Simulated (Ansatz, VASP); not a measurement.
**Two plane-wave programs on Si2Mo**

The input INCAR:

```
PREC = Accurate
ENCUT = 520
EDIFF = 1E-6
ISMEAR = 0
SIGMA = 0.15
LREAL = F
LASPH = T
NELM = 60
ALGO = Normal
ISIF = 2
LWAVE = F
LCHARG = F
GGA = PS
NBANDS = 43
```

The input KPOINTS:

```
Automatic mesh
0
Gamma
  12 12 6
```

Contents of POSCAR:

```
Si2Mo
1.0
    4.5744403908      0.0000000000      0.0000000000
   -2.2872201954      3.9615815865      0.0000000000
    0.0000000000      0.0000000000      6.5665572496
Si Mo
6 3
Direct
    0.1673233707      0.8326766293      0.8333333333
    0.3220255196      0.1610127598      0.1666666667
    0.8389872402      0.6779744804      0.5000000000
    0.8389872402      0.1610127598      0.8333333333
    0.6653532586      0.8326766293      0.1666666667
    0.1673233707      0.3346467414      0.5000000000
    0.5019935958      0.0039871916      0.5000000000
   -0.0039871916      0.4980064042      0.1666666667
    0.5019935958      0.4980064042      0.8333333333
```

Input for Ansatz:

```yaml
crystal:
  lattice:
    - [4.5744403908, 0.0, 0.0]
    - [-2.2872201954, 3.9615815865, 0.0]
    - [0.0, 0.0, 6.5665572496]
  atoms:
    - { symbol: Si, position: [0.1673233707, 0.8326766293, 0.8333333333] }
    - { symbol: Si, position: [0.3220255196, 0.1610127598, 0.1666666667] }
    - { symbol: Si, position: [0.8389872402, 0.6779744804, 0.5] }
    - { symbol: Si, position: [0.8389872402, 0.1610127598, 0.8333333333] }
    - { symbol: Si, position: [0.6653532586, 0.8326766293, 0.1666666667] }
    - { symbol: Si, position: [0.1673233707, 0.3346467414, 0.5] }
    - { symbol: Mo, position: [0.5019935958, 0.0039871916, 0.5] }
    - { symbol: Mo, position: [-0.0039871916, 0.4980064042, 0.1666666667] }
    - { symbol: Mo, position: [0.5019935958, 0.4980064042, 0.8333333333] }
basis:
  ecutwfc: 420
kpoints:
  mp_grid: { grid: [12, 12, 6] }
hamiltonian:
  xc: pbesol
scf:
  occupations: { method: gaussian, width: 0.15 }
output:
  forces: true
  stress: true
  eigenvalues: true
  write_density: true
  write_potential: true
  elf: true
  volumetric_format: npy
```

Change from the starting cell: mode 4 (193.4 1/cm) frozen in, largest displacement +0.025 Å.

Alike in both runs: task single point; functional PBEsol; k mesh 12 × 12 × 6; occupations gaussian, width 0.15 eV; no spin polarisation.

|  | VASP | Ansatz |
| --- | --- | --- |
| version | VASP 6.6.1 | Ansatz 0.2.0 |
| potentials or method | VASP PAW PBE potentials, release 64 (Si, Mo_sv), cutoff 520 eV | scalar-relativistic, plane waves, PAW |
| valence electrons in the cell | 66 | 66 |

|  | VASP | Ansatz | Ansatz less VASP |
| --- | --- | --- | --- |
| gap on the k mesh at the Fermi level (eV) | 0.03 | 0.04 | +0.003 |
| least direct gap on the mesh (eV) | 0.53 | 0.53 | +0.001 |
| pressure (GPa) | 0.4 | 0.0 | -0.39 |
| rms of the force components (eV/Å) | 0.083 | 0.083 | +0.0003 |

VASP's potentials were made for PBE, not for PBEsol. Atom by atom the forces differ by 0.001 eV/Å (rms over components). The functional is the same, so the differences come from potentials, cutoffs and numerics.
